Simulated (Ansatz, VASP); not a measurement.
## Two plane-wave programs on Si

The input POSCAR:

```
Si
1.0
    0.0000000000      2.7221188956      2.7493400846
    2.7221188956      0.0000000000      2.7493400846
    2.7221188956      2.7221188956      0.0000000000
Si
2
Direct
    0.0000000000      0.0000000000      0.0000000000
    0.2500000000      0.2500000000      0.2500000000
```

INCAR.step1

```
PREC     = Accurate       # precision mode
ENCUT    = 520            # plane-wave cutoff, eV
EDIFF    = 1E-5           # SCF threshold, eV
ISMEAR   = 0              # smearing method
SIGMA    = 0.01           # smearing width, eV
LREAL    = F              # projectors in reciprocal space
LASPH    = T              # aspherical terms in the spheres
NELM     = 100            # most SCF steps
ALGO     = Normal         # electronic algorithm
ISIF     = 2              # what is computed and relaxed
LWAVE    = T              # write WAVECAR
LCHARG   = F              # write CHGCAR
GGA      = PE             # functional
NBANDS   = 11             # bands
```

File INCAR.step2:

```
PREC     = Accurate       # precision mode
ENCUT    = 520            # plane-wave cutoff, eV
EDIFF    = 1E-7           # SCF threshold, eV
ISMEAR   = 0              # smearing method
SIGMA    = 0.01           # smearing width, eV
LREAL    = F              # projectors in reciprocal space
LASPH    = T              # aspherical terms in the spheres
NELM     = 100            # most SCF steps
ALGO     = Normal         # electronic algorithm
ISIF     = 2              # what is computed and relaxed
LWAVE    = F              # write WAVECAR
LCHARG   = F              # write CHGCAR
GGA      = PE             # functional
LHFCALC  = T              # exact exchange
HFSCREEN = 0.2079         # screening, 1/A
PRECFOCK = Normal       
ISTART   = 1            
NBANDS   = 11             # bands
```

The input KPOINTS:

```
regular mesh
0
Gamma
  6 6 6
```

Input for Ansatz:

```yaml
crystal:
  lattice:
    - [0.0, 2.7221188956, 2.7493400846]
    - [2.7221188956, 0.0, 2.7493400846]
    - [2.7221188956, 2.7221188956, 0.0]
  atoms:
    - { symbol: Si, position: [0.0, 0.0, 0.0] }
    - { symbol: Si, position: [0.25, 0.25, 0.25] }
kpoints:
  mp_grid: { grid: [6, 6, 6] }
  band_path:
    path:
      - [0.0, 0.0, 0.0]
      - [0.5, 0.0, 0.5]
      - [0.625, 0.25, 0.625]
      - [0.375, 0.375, 0.75]
      - [0.5, 0.5, 0.5]
      - [0.5, 0.25, 0.75]
      - [0.0, 0.419271, 0.419271]
    npoints: 1
hamiltonian:
  xc: hse06
scf:
  occupations: { method: fixed }
  n_extra_bands: 4
output:
  forces: true
  stress: true
  eigenvalues: true
```

Change from the starting cell: uniaxial_z strain +1.0%.

Alike in both runs: task single point; functional HSE06; k mesh 6 × 6 × 6; no spin polarisation.

|  | VASP | Ansatz |
| --- | --- | --- |
| version | VASP 6.6.1 | Ansatz 0.2.0 |
| potentials or method | VASP PAW PBE potentials, release 64 (Si) | plane waves, PAW |
| plane-wave cutoff (eV) | 520 | 420 |
| occupations | gaussian, width 0.01 eV | fixed |
| valence electrons in the cell | 8 | 8 |

Ansatz gave:

```
gap on the k mesh at the Fermi level (eV)                     : 1.26
pressure (GPa)                                                : -1.1
traceless stress, the component that is largest in VASP (GPa) : -0.71
```

Estimate VASP's values.

gap on the k mesh at the Fermi level (eV): 1.27; pressure (GPa): -1.5; traceless stress, the component that is largest in VASP (GPa): -0.72.

Ansatz's warnings: stress exchange threshold loose, stress scf threshold loose.
